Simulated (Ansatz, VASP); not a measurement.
# One calculation of TeW, two programs

```
W Te
1.0
     0.00000    3.06183    3.06183
     3.06183    0.00000    3.06183
     3.06183    3.06183    0.00000
W Te
1 1
Direct
  0.00000 0.00000 0.00000
  0.25000 0.25000 0.25000
```

Alike in both runs: functional PBE; k mesh 12 × 12 × 12; occupations gaussian, width 0.1 eV; collinear spin.

Ansatz relaxed the structure, and its values are those at the end. VASP's run is a single point on that final structure, the one shown.

```csv
,VASP,Ansatz
version,VASP 6.6.1,Ansatz 0.2.0
potentials or method,"VASP PAW PBE potentials, release 64 (W_sv, Te), cutoff 520 eV","scalar-relativistic, plane waves, PAW"
valence electrons in the cell,20,30
```

Ansatz gave:

* gap on the k mesh at the Fermi level (eV): none
* pressure (GPa): 0.0
* net moment per atom (μB): 0.70
* size of the moment on the site where the two differ most (μB): 0.95

Problem. Estimate VASP's values.

Solution. gap on the k mesh at the Fermi level (eV): none; pressure (GPa): 0.0; net moment per atom (μB): 0.70; size of the moment on the site where the two differ most (μB): 1.10.

Site moments also hang on the region over which each program counts them. A gap of «none» marks a metal or a gap that the smearing closes. VASP's potentials hold 20 valence electrons a cell and Ansatz's 30, so a difference there can come from the potentials and not from the codes.

Spin-orbit coupling is off throughout.
